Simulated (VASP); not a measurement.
Set up this calculation in VASP 6.6.1, as the native input.

| Item | Value |
| --- | --- |
| Task | single point |
| Functional | PBEsol |
| Potentials or basis | VASP PAW PBE potentials, release 64 (Pb_d) |
| Cutoff | 520 eV |
| k mesh | 7 × 7 × 4 |
| Occupations | fermi-dirac, width 0.05 eV |
| Spin | no spin polarisation |
| Dipole correction | no |
| Further INCAR settings | ALGO = Normal; EDIFF = 1e-06; NBANDS = 21 |

The structure of Pb lies in POSCAR:

```
Pb
1.0
    3.4800000000      0.0000000000      0.0000000000
   -1.7400000000      3.0137684052      0.0000000000
    0.0000000000      0.0000000000      5.3664000000
Pb
2
Direct
    0.6666666667      0.3333333333      0.7500000000
    0.3333333333      0.6666666667      0.2500000000
```

The input as run:

INCAR

```
ALGO = Normal
EDIFF = 1E-6
ENCUT = 520
GGA = PS
ISIF = 2
ISMEAR = -1
LASPH = T
LCHARG = F
LREAL = F
LWAVE = F
NBANDS = 21
NELM = 80
PREC = Accurate
SIGMA = 0.05
```

KPOINTS

```
k-points
0
Gamma
  7 7 4
```

Potentials or basis: VASP PAW PBE potentials, release 64 (Pb_d).

The run is started by

```sh
$ cat potpaw_PBE.64/Pb_d/POTCAR > POTCAR
$ mpirun -np 1 vasp_std > vasp.out
```

Results of the run:

| Property | Result |
| --- | --- |
| Pressure | 3.1 GPa |
| Band gap on the k mesh | zero (band 14 reaches 13.55 eV, above the bottom of band 15 at 6.88 eV) |

Caveat: the PAW data sets were made with another functional, which shifts forces and pressure a little; spin-orbit coupling is left out, which moves the levels of the heavy elements.

Run time: 34 s on 1 thread of Intel Xeon 8259CL, on a shared host, peak memory 0.18 GiB.
